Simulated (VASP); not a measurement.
# Cr (Fm-3m) in VASP: a series of runs

Runs on Cr. Level: PBE. Tasks: single point.

Everything below comes from runs of VASP 6.6.1. Logs are shortened: lines on timing, memory, paths and dates and some standing lists are left out, and cuts for length are marked.

## 1. The cell of the first run

Symmetry: Fm-3m, No. 225, cubic system. Conventional cell: a = 3.623 Å, b = 3.623 Å, c = 3.623 Å, α = 90.00°, β = 90.00°, γ = 90.00°. Cr (site symmetry m-3m) has 12 Cr at 2.56 Å within 3.4 Å.

This isn't the form of Cr at room conditions, which is bcc.

## 2. Single point, PBE

File INCAR:

```
SYSTEM = Cr
ALGO = Normal
EDIFF = 1E-6
ENCUT = 500
GGA = PE
GGA_COMPAT = .False.
ISIF = 2
ISMEAR = -1
LASPH = .True.
LCHARG = .True.
LELF = .True.
LREAL = .False.
LVHAR = .True.
LWAVE = .False.
NBANDS = 12
NELM = 120
PREC = Accurate
SIGMA = 0.06122561905347299
```

File KPOINTS:

```
k-points
0
Gamma
  26 26 26
  0 0 0
```

File POSCAR:

```
Cr
1.0
    0.0000000000      1.8117406411      1.8117406411
    1.8117406411      0.0000000000      1.8117406411
    1.8117406411      1.8117406411      0.0000000000
Cr
1
Direct
    0.0000000000      0.0000000000      0.0000000000
```

Potentials or basis: VASP PAW PBE potentials, release 64 (Cr_pv).

On the command line:

```sh
$ cat potpaw_PBE.64/Cr_pv/POTCAR > POTCAR
$ mpirun -np 1 vasp_std > vasp.out
```

OUTCAR:

```text
SYSTEM = Cr
   EDIFF = 1E-6
   ENCUT = 500
   GGA = PE
   ISIF = 2
   ISMEAR = -1
   LASPH = .True.
   LREAL = .False.
   NELM = 120
   PREC = Accurate

 ion  position               nearest neighbor table
   1  0.000  0.000  0.000-

  LATTYP: Found a face centered cubic cell.
 ALAT       =     3.6234812822

  Lattice vectors:

 A1 = (   0.0000000000,   1.8117406411,   1.8117406411)
 A2 = (   1.8117406411,   0.0000000000,   1.8117406411)
 A3 = (   1.8117406411,   1.8117406411,   0.0000000000)

Analysis of symmetry for initial positions (statically):
=====================================================================
 Subroutine PRICEL returns:
 Original cell was already a primitive cell.

 Routine SETGRP: Setting up the symmetry group for a
 face centered cubic supercell.

 Subroutine GETGRP returns: Found 48 space group operations
 (whereof 48 operations were pure point group operations)
 out of a pool of 48 trial point group operations.

The static configuration has the point symmetry O_h .

Analysis of symmetry for dynamics (positions and initial velocities):
=====================================================================
 Subroutine PRICEL returns:
 Original cell was already a primitive cell.

 Routine SETGRP: Setting up the symmetry group for a
 face centered cubic supercell.

 Subroutine GETGRP returns: Found 48 space group operations
 (whereof 48 operations were pure point group operations)
 out of a pool of 48 trial point group operations.

The dynamic configuration has the point symmetry O_h .

 Subroutine INISYM returns: Found 48 space group operations
 (whereof 48 operations are pure point group operations),
 and found     1 'primitive' translations

----------------------------------------------------------------------------------------

                                     Primitive cell

  volume of cell :      11.8937

  direct lattice vectors                    reciprocal lattice vectors
     0.000000000  1.811740641  1.811740641    -0.275977692  0.275977692  0.275977692
     1.811740641  0.000000000  1.811740641     0.275977692 -0.275977692  0.275977692
     1.811740641  1.811740641  0.000000000     0.275977692  0.275977692 -0.275977692

  length of vectors
     2.562188186  2.562188186  2.562188186     0.478007384  0.478007384  0.478007384

  position of ions in fractional coordinates (direct lattice)
     0.000000000  0.000000000  0.000000000

  ion indices of the primitive-cell ions
   primitive index   ion index
                 1           1

----------------------------------------------------------------------------------------

 KPOINTS: k-points

Automatic generation of k-mesh.
 Grid dimensions read from file:
 generate k-points for:   26   26   26

 Generating k-lattice:

  Cartesian coordinates                     Fractional coordinates (reciprocal lattice)
    -0.010614527  0.010614527  0.010614527     0.038461538  0.000000000  0.000000000
     0.010614527 -0.010614527  0.010614527     0.000000000  0.038461538  0.000000000
     0.010614527  0.010614527 -0.010614527     0.000000000  0.000000000  0.038461538

  Length of vectors
     0.018384899  0.018384899  0.018384899

  Shift w.r.t. Gamma in fractional coordinates (k-lattice)
     0.000000000  0.000000000  0.000000000

 Subroutine IBZKPT returns following result:
 ===========================================

 Found    511 irreducible k-points:

 Following reciprocal coordinates:
            Coordinates               Weight
  0.000000  0.000000  0.000000      1.000000
  0.038462  0.000000  0.000000      8.000000
  0.076923  0.000000  0.000000      8.000000
  0.115385  0.000000  0.000000      8.000000
  0.153846  0.000000  0.000000      8.000000
  0.192308  0.000000  0.000000      8.000000
[... 16 lines left out ...]
  0.346154  0.038462  0.000000     24.000000
  0.384615  0.038462  0.000000     24.000000
 [... further k-points ...]
   k-points           NKPTS =    511   k-points in BZ     NKDIM =    511   number of bands    NBANDS=     12
   number of dos      NEDOS =    301   number of ions     NIONS =      1
   total plane-waves  NPLWV =   8000
   dimension x,y,z NGX =    20 NGY =   20 NGZ =   20
   dimension x,y,z NGXF=    40 NGYF=   40 NGZF=   40
   ions per type =               1
   NGX,Y,Z   is equivalent  to a cutoff of  12.98, 12.98, 12.98 a.u.
   NGXF,Y,Z  is equivalent  to a cutoff of  25.95, 25.95, 25.95 a.u.
 SYSTEM =  Cr
   PREC   = accura    normal or accurate (medium, high low for compatibility)
   ISTART =      0    job   : 0-new  1-cont  2-samecut
   ICHARG =      2    charge: 1-file 2-atom 10-const
   ISPIN  =      1    spin polarized calculation?
   LNONCOLLINEAR =      F non collinear calculations
   LSORBIT =      F    spin-orbit coupling
   LASPH  =      T    aspherical Exc in radial PAW
   ENCUT  =  500.0 eV  36.75 Ry    6.06 a.u.   4.67  4.67  4.67*2*pi/ulx,y,z
   NELM   =    120;   NELMIN=  2; NELMDL= -5     # of ELM steps
   EDIFF  = 0.1E-05   stopping-criterion for ELM
   LREAL  =      F    real-space projection
   EDIFFG = 0.1E-04   stopping-criterion for IOM
   NSW    =      0    number of steps for IOM
   IBRION =     -1    ionic relax: 0-MD 1-quasi-New 2-CG
   NFREE  =      0    steps in history (QN), initial steepest desc. (CG)
   ISIF   =      2    stress and relaxation
   ISYM   =      2    0-nonsym 1-usesym 2-fastsym
   POTIM  = 0.5000    time-step for ionic-motion
   TEBEG  =    0.0;   TEEND  =   0.0 temperature during run
   PSTRESS=    0.0 pullay stress
   NELECT =      12.0000    total number of electrons
   NUPDOWN=      -1.0000    fix difference up-down
   EMIN   =  10.00;   EMAX   =-10.00  energy-range for DOS
   EFERMI =   0.00;   METHOD = LEGACY
   ISMEAR =    -1;   SIGMA  =   0.06  broadening in eV -4-tet -1-fermi 0-gaus
   EFERMI_NEDOS =   21; number of points for ismear=-14 and -15
   IALGO  =     38    algorithm
   IMIX   =      4    mixing-type and parameters
     AMIX     =   0.40;   BMIX     =  1.00
     AMIX_MAG =   1.60;   BMIX_MAG =  1.00
  volume/ion in A,a.u.               =      11.89        80.26
  Fermi-wavevector in a.u.,A,eV,Ry     =   1.641960  3.102854 36.681748  2.696032
  Thomas-Fermi vector in A             =   2.732343
   LORBIT       =      0    0 simple, 1 ext, 2 COOP (PROOUT), +10 PAW based schemes
[... 43 lines left out ...]

 k-point     2 :       0.0385    0.0000    0.0000
  band No.  band energies     occupation
      1     -32.0688      2.00000
      2     -32.0577      2.00000
      3     -32.0577      2.00000
      4       2.8783      2.00000
      5       9.8598      1.99883
      6       9.9093      1.99737
      7       9.9093      1.99737
      8      11.6309      0.00000
      9      11.6309      0.00000
     10      17.8356      0.00000
     11      30.1364      0.00000
     12      35.1161      0.00000

 k-point     3 :       0.0769    0.0000    0.0000
  band No.  band energies     occupation
      1     -32.1059      2.00000
      2     -32.0624      2.00000
      3     -32.0624      2.00000
      4       3.0570      2.00000
      5       9.7767      1.99970
      6       9.9667      1.99331
      7       9.9667      1.99331
      8      11.5999      0.00000
      9      11.5999      0.00000
     10      17.8355      0.00000
     11      30.1767      0.00000
     12      33.8672      0.00000

 k-point     4 :       0.1154    0.0000    0.0000
  band No.  band energies     occupation
      1     -32.1652      2.00000
      2     -32.0699      2.00000
      3     -32.0699      2.00000
      4       3.3473      2.00000
      5       9.6519      1.99996
      6      10.0492      1.97450
      7      10.0492      1.97450
      8      11.5633      0.00000
      9      11.5633      0.00000
     10      17.8355      0.00000
     11      30.0901      0.00000
     12      32.5752      0.00000

 k-point     5 :       0.1538    0.0000    0.0000
  band No.  band energies     occupation
      1     -32.2427      2.00000
      2     -32.0797      2.00000
      3     -32.0797      2.00000
      4       3.7368      2.00000
      5       9.5051      2.00000
      6      10.1345      1.90102
      7      10.1345      1.90102
      8      11.5448      0.00000
      9      11.5448      0.00000
     10      17.8353      0.00000
     11      29.5262      0.00000
     12      31.6858      0.00000

 k-point     6 :       0.1923    0.0000    0.0000
  band No.  band energies     occupation
      1     -32.3336      2.00000
      2     -32.0913      2.00000
      3     -32.0913      2.00000
      4       4.2060      2.00000
      5       9.3627      2.00000
      6      10.1924      1.76388
      7      10.1924      1.76388
      8      11.5756      0.00000
      9      11.5756      0.00000
     10      17.8352      0.00000
     11      28.3643      0.00000
     12      31.2958      0.00000

 k-point     7 :       0.2308    0.0000    0.0000
  band No.  band energies     occupation
      1     -32.4324      2.00000
      2     -32.1039      2.00000
      3     -32.1039      2.00000
      4       4.7242      2.00000
      5       9.2591      2.00000
      6      10.1981      1.74363
      7      10.1981      1.74363
      8      11.6795      0.00000
      9      11.6795      0.00000
     10      17.8350      0.00000
     11      26.9696      0.00000
     12      31.0160      0.00000

 k-point     8 :       0.2692    0.0000    0.0000
  band No.  band energies     occupation
      1     -32.5332      2.00000
      2     -32.1169      2.00000
      3     -32.1169      2.00000
      4       5.2452      2.00000
      5       9.2391      2.00000
      6      10.1513      1.87192
      7      10.1513      1.87192
      8      11.8534      0.00000
      9      11.8534      0.00000
     10      17.8347      0.00000
     11      25.5358      0.00000
     12      30.6796      0.00000
[... 166 lines left out ...]
 k-point    20 :       0.2308    0.0385    0.0000
  band No.  band energies     occupation
      1     -32.4009      2.00000
      2     -32.1107      2.00000
      3     -32.0976      2.00000
      4       4.5950      2.00000
      5       9.2465      2.00000
      6      10.2077      1.70655
      7      10.2326      1.58931
      8      11.4919      0.00000
      9      11.7898      0.00000
     10      17.8351      0.00000
     11      27.4770      0.00000
     12      31.0558      0.00000

 k-point    21 :       0.2692    0.0385    0.0000
  band No.  band energies     occupation
      1     -32.5005      2.00000
      2     -32.1239      2.00000
      3     -32.1107      2.00000
      4       5.1199      2.00000
      5       9.1901      2.00000
      6      10.1581      1.85780
      7      10.2054      1.71571
      8      11.6625      0.00000
      9      11.9454      0.00000
     10      17.8347      0.00000
     11      26.0429      0.00000
     12      30.7472      0.00000

 k-point    22 :       0.3077    0.0385    0.0000
  band No.  band energies     occupation
      1     -32.5982      2.00000
      2     -32.1364      2.00000
      3     -32.1242      2.00000
      4       5.6082      2.00000
      5       9.2479      2.00000
      6      10.0697      1.96456
      7      10.1388      1.89421
      8      11.8987      0.00000
      9      12.1445      0.00000
     10      17.8343      0.00000
     11      24.6202      0.00000
     12      30.3800      0.00000

 k-point    23 :       0.3462    0.0385    0.0000
  band No.  band energies     occupation
      1     -32.6884      2.00000
      2     -32.1474      2.00000
      3     -32.1373      2.00000
      4       5.9961      2.00000
      5       9.4635      2.00000
      6       9.9709      1.99284
      7      10.0528      1.97296
      8      12.1678      0.00000
      9      12.3580      0.00000
     10      17.8336      0.00000
     11      23.2558      0.00000
     12      29.9946      0.00000

 k-point    24 :       0.3846    0.0385    0.0000
  band No.  band energies     occupation
      1     -32.7662      2.00000
      2     -32.1565      2.00000
      3     -32.1492      2.00000
      4       6.2484      2.00000
      5       9.7909      1.99962
      6       9.9275      1.99647
      7       9.9652      1.99347
      8      12.4420      0.00000
      9      12.5567      0.00000
     10      17.8326      0.00000
     11      21.9976      0.00000
     12      29.6388      0.00000

 [... further k-points ...]
[... 5 lines left out ...]
  --------------------------------------------------------------------------------------
  -------------------------------------------------------------------------------------
  Total       -0.0535768     -0.0535768     -0.0535768      0.0000000      0.0000000     -0.0000000
  in kB       -7.2172071     -7.2172071     -7.2172071      0.0000000      0.0000000     -0.0000000
  external PRESSURE =      -7.2172071 kB  Pullay stress =       0.0000000 kB

 VOLUME and BASIS-vectors are now :
 -----------------------------------------------------------------------------
  energy-cutoff  :      500.00
  volume of cell :       11.89
      direct lattice vectors                 reciprocal lattice vectors
     0.000000000  1.811740641  1.811740641    -0.275977692  0.275977692  0.275977692
     1.811740641  0.000000000  1.811740641     0.275977692 -0.275977692  0.275977692
     1.811740641  1.811740641  0.000000000     0.275977692  0.275977692 -0.275977692

 POSITION                                       TOTAL-FORCE (eV/Angst)
 -----------------------------------------------------------------------------------
      0.00000      0.00000      0.00000         0.000000      0.000000     -0.000000
 -----------------------------------------------------------------------------------
    total drift:                                0.000000      0.000000      0.000000

  FREE ENERGIE OF THE ION-ELECTRON SYSTEM (eV)
  ---------------------------------------------------
  free  energy   TOTEN  =        -9.1337951695 eV

  energy  without entropy=       -9.1108179833  energy(sigma->0) =       -9.12230658
```

Wall time 27 s (1 thread of Intel Xeon 6975P-C (Granite Rapids), shared host); peak memory 0.18 GiB.

What came out:

- Free energy: -9.1338 eV
- Pressure: -0.7 GPa
- Band gap on the k mesh: zero (bands 6 and 7 overlap by 2.92 eV)

Levels at points of the mesh, in eV from the Fermi level:
```csv
k point,band 4,band 5,band 6,band 7,band 8,band 9
"(0.00, 0.00, 0.00)",-7.50,-0.43,-0.43,-0.43,1.33,1.33
"(0.50, 0.00, 0.00)",-3.90,-0.55,-0.55,0.82,2.52,2.52
"(0.50, 0.50, 0.00)",-4.10,-3.26,2.49,2.83,2.83,3.70
```

Caveat: the run has no spin polarisation, though such a crystal can be magnetic. Spin polarisation is off, so any magnetic state and its effect on volume and gap are missing.

## 3. Single point, PBE

This run uses another cell than the first one, of 12.13 Å³/atom.

File INCAR:

```
ALGO = Normal
EDIFF = 1E-6
ENCUT = 500
GGA = PE
GGA_COMPAT = False
ISIF = 2
ISMEAR = -1
LASPH = True
LCHARG = False
LREAL = False
LWAVE = False
NBANDS = 12
NELM = 120
PREC = Accurate
SIGMA = 0.06122561905347299
```

File KPOINTS:

```
k-points
0
Gamma
  26 26 26
```

File POSCAR:

```
Cr
1.0
    0.0000000000      1.8237392731      1.8237392731
    1.8237392731      0.0000000000      1.8237392731
    1.8237392731      1.8237392731      0.0000000000
Cr
1
Direct
    0.0000000000      0.0000000000      0.0000000000
```

Potentials or basis: VASP PAW PBE potentials, release 64 (Cr_pv).

On the command line:

```sh
$ cat potpaw_PBE.64/Cr_pv/POTCAR > POTCAR
$ mpirun -np 1 vasp_std > vasp.out
```

It took 25 s on 1 thread of Intel Xeon 6975P-C (Granite Rapids), shared host; peak memory 0.18 GiB.

The run converged. Its results:

```
Free energy            : -9.1296 eV
Pressure               : -5.2 GPa
Band gap on the k mesh : zero (bands 6 and 7 overlap by 2.84 eV)
```

Levels at points of the mesh, in eV from the Fermi level:
```
           k point  band 3  band 4  band 5  band 6  band 7  band 8  band 9  band 10
(0.00, 0.00, 0.00)  -42.41   -7.43   -0.41   -0.41   -0.41    1.29    1.29     7.50
(0.50, 0.00, 0.00)  -42.51   -3.82   -0.53   -0.53    0.78    2.45    2.45     7.49
(0.50, 0.50, 0.00)  -42.68   -3.99   -3.17    2.43    2.76    2.76    3.61     7.49
```

Caveat: the cell stands under tension; the run has no spin polarisation, though such a crystal can be magnetic. Spin polarisation is off, so any magnetic state and its effect on volume and gap are missing.

## 4. Single point, PBE

This run uses another cell than the first one, of 12.37 Å³/atom.

File INCAR:

```
PREC = Accurate ; ENCUT = 500
EDIFF = 1E-6 ; ISMEAR = -1
SIGMA = 0.06122561905347299 ; LREAL = False
LASPH = True ; NELM = 120
ALGO = Normal ; ISIF = 2
LWAVE = False ; LCHARG = True
GGA = PE ; LELF = True
LVHAR = True ; NBANDS = 12
GGA_COMPAT = False
```

File KPOINTS:

```
Automatic mesh
0
Gamma
  26 26 26
```

File POSCAR:

```
Cr
1.0
    0.0000000000      1.8355820678      1.8355820678
    1.8355820678      0.0000000000      1.8355820678
    1.8355820678      1.8355820678      0.0000000000
Cr
1
Direct
    0.0000000000      0.0000000000      0.0000000000
```

On the command line:

```sh
$ cat potpaw_PBE.64/Cr_pv/POTCAR > POTCAR
$ mpirun -np 1 vasp_std > vasp.out
```

It took 30 s on 1 thread of Intel Xeon 6975P-C (Granite Rapids), shared host; peak memory 0.18 GiB.

Results (log left out):

- Free energy: -9.1192 eV
- Pressure: -9.2 GPa
- Band gap on the k mesh: zero (bands 6 and 7 overlap by 2.76 eV)

Levels at points of the mesh, in eV from the Fermi level:
| k point | band 2 | band 3 | band 4 | band 5 | band 6 | band 7 | band 8 | band 9 | band 10 | band 11 |
| --- | --- | --- | --- | --- | --- | --- | --- | --- | --- | --- |
| (0.00, 0.00, 0.00) | -42.44 | -42.44 | -7.36 | -0.40 | -0.40 | -0.40 | 1.26 | 1.26 | 7.48 | 19.54 |
| (0.50, 0.00, 0.00) | -42.54 | -42.54 | -3.74 | -0.51 | -0.51 | 0.75 | 2.39 | 2.39 | 7.46 | 8.90 |
| (0.50, 0.50, 0.00) | -42.70 | -42.70 | -3.89 | -3.08 | 2.36 | 2.68 | 2.68 | 3.52 | 7.47 | 11.85 |

Caveat: the cell stands under tension; the run has no spin polarisation, though such a crystal can be magnetic.

## 5. Single point, PBE

This run uses another cell than the first one, of 12.37 Å³/atom.

File INCAR:

```
SYSTEM = Cr
PREC = Accurate
ENCUT = 500
EDIFF = 1E-6
ISMEAR = -1
SIGMA = 0.06122561905347299
LREAL = .False.
LASPH = .True.
NELM = 120
ALGO = Normal
ISIF = 2
LWAVE = .False.
LCHARG = .False.
GGA = PE
NBANDS = 12
GGA_COMPAT = .False.
```

File KPOINTS:

```
Automatic mesh
0
Gamma
  26 26 26
  0 0 0
```

POSCAR is that of step 4.

On the command line:

```sh
$ cat potpaw_PBE.64/Cr_pv/POTCAR > POTCAR
$ mpirun -np 1 vasp_std > vasp.out
```

It took 25 s on 1 thread of Intel Xeon 6975P-C (Granite Rapids), shared host; peak memory 0.18 GiB.

Results (log left out):

- Free energy: -9.1192 eV
- Pressure: -9.2 GPa
- Band gap on the k mesh: zero (bands 6 and 7 overlap by 2.76 eV)

Levels at points of the mesh, in eV from the Fermi level:
```
           k point  band 2  band 3  band 4  band 5  band 6  band 7  band 8  band 9  band 10  band 11
(0.00, 0.00, 0.00)  -42.44  -42.44   -7.36   -0.40   -0.40   -0.40    1.26    1.26     7.48    19.54
(0.50, 0.00, 0.00)  -42.54  -42.54   -3.74   -0.51   -0.51    0.75    2.39    2.39     7.46     8.90
(0.50, 0.50, 0.00)  -42.70  -42.70   -3.89   -3.08    2.36    2.68    2.68    3.52     7.47    11.85
```

Caveat: the cell stands under tension; the run has no spin polarisation, though such a crystal can be magnetic.

## 6. Overview

```csv
cell,gap on the mesh (eV),pressure (GPa)
"a = 2.562 Å, angles 60.0°, 1 atom",none,-0.7
"a = 2.579 Å, angles 60.0°, 1 atom",none,-5.2
"a = 2.596 Å, angles 60.0°, 1 atom",none,-9.2
```

Alike in all rows: task single point; level PBE; potentials or basis VASP PAW PBE potentials, release 64 (Cr_pv); no spin polarisation; k mesh 26 × 26 × 26; cutoff (eV) 500; smearing fermi-dirac 0.0612256 eV.

Caveats: the run has no spin polarisation, though such a crystal can be magnetic; the cell stands under tension (at least some runs).

Absolute energies hang on the potentials; compare differences alone.
